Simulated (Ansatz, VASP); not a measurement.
**SnSe: VASP beside Ansatz**

INCAR

```
SYSTEM = SnSe
  PREC = Accurate
  ENCUT = 520
  EDIFF = 1E-7
  ISMEAR = 0
  SIGMA = 0.05
  LREAL = .FALSE.
  LASPH = .TRUE.
  NELM = 100
  ALGO = Normal
  ISIF = 2
  LWAVE = .FALSE.
  LCHARG = .TRUE.
  GGA = CA
  LELF = .TRUE.
  LVHAR = .TRUE.
  NBANDS = 17
```

The input KPOINTS:

```
Automatic mesh
0
G
  6 6 6
  0 0 0
```

The input POSCAR:

```
SnSe
1.0
    0.0602000000      3.0401000000      3.0401000000
    3.0401000000      0.0602000000      3.0401000000
    3.0401000000      3.0401000000      0.0602000000
Sn Se
1 1
Direct
    0.0000000000      0.0000000000      0.0000000000
    0.5000000000      0.5000000000      0.5000000000
```

Input for Ansatz:

```yaml
crystal:
  lattice:
    - [0.0602, 3.0401, 3.0401]
    - [3.0401, 0.0602, 3.0401]
    - [3.0401, 3.0401, 0.0602]
  atoms:
    - { symbol: Sn, position: [0.0, 0.0, 0.0] }
    - { symbol: Se, position: [0.5, 0.5, 0.5] }
basis:
  ecutwfc: 520.0
kpoints:
  mp_grid:
    grid: [6, 6, 6]
hamiltonian:
  xc: lda
  pseudopotentials:
    kind: paw
scf:
  occupations:
    method: gaussian
    width: 0.05
output:
  stress: true
```

Alike in both runs: task single point; functional LDA; k mesh 6 × 6 × 6; occupations gaussian, width 0.05 eV; no spin polarisation.

|  | VASP | Ansatz |
| --- | --- | --- |
| version | VASP 6.6.1 | Ansatz 0.2.0 |
| potentials or method | VASP PAW LDA potentials, release 64 (Sn_d, Se), cutoff 520 eV | plane waves, PAW |
| valence electrons in the cell | 20 | 30 |

```tsv
	VASP	Ansatz	Ansatz less VASP
pressure (GPa)	-3.6	-3.7	-0.07
traceless stress, the component that is largest in VASP (GPa)	-0.41	-0.41	-0.003
```

LDA's correlation is that of Perdew and Zunger in VASP and of Perdew and Wang (1992) in Ansatz. VASP's potentials hold 20 valence electrons a cell and Ansatz's 30, so a difference there can come from the potentials and not from the codes.
